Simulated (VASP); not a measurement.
A run of VASP 6.6.1:

INCAR

```
SYSTEM = HfC
PREC = Accurate ; ENCUT = 520
EDIFF = 1E-7 ; ISMEAR = -1
SIGMA = 0.08 ; LREAL = .FALSE.
LASPH = .TRUE. ; NELM = 60
ALGO = Normal ; ISIF = 2
LWAVE = .FALSE. ; LCHARG = .FALSE.
GGA = PE ; NBANDS = 14
```

File KPOINTS:

```
Automatic mesh
0
G
  14 14 13
  0 0 0
```

Contents of POSCAR:

```
HfC
1.0
    2.8574416285      0.0000000000      0.0000000000
   -1.4287208142      2.4746170401      0.0000000000
    0.0000000000      0.0000000000      2.6903072938
Hf C
1 1
Direct
    0.0000000000      0.0000000000      0.0000000000
    0.3333333333      0.6666666667      0.5000000000
```

Potentials or basis: VASP PAW PBE potentials, release 64 (Hf_pv, C).

Launch:

```bash
$ cat potpaw_PBE.64/Hf_pv/POTCAR potpaw_PBE.64/C/POTCAR > POTCAR
$ mpirun -np 1 vasp_std > vasp.out
```

Hardware: 1 thread of Intel Xeon 8259CL (shared host).

Estimate the wall time of this run.

Run time: 49 s on 1 thread of Intel Xeon 8259CL, with other jobs on the host, peak memory 0.17 GiB. Counts: scf iterations 14, k points 168.
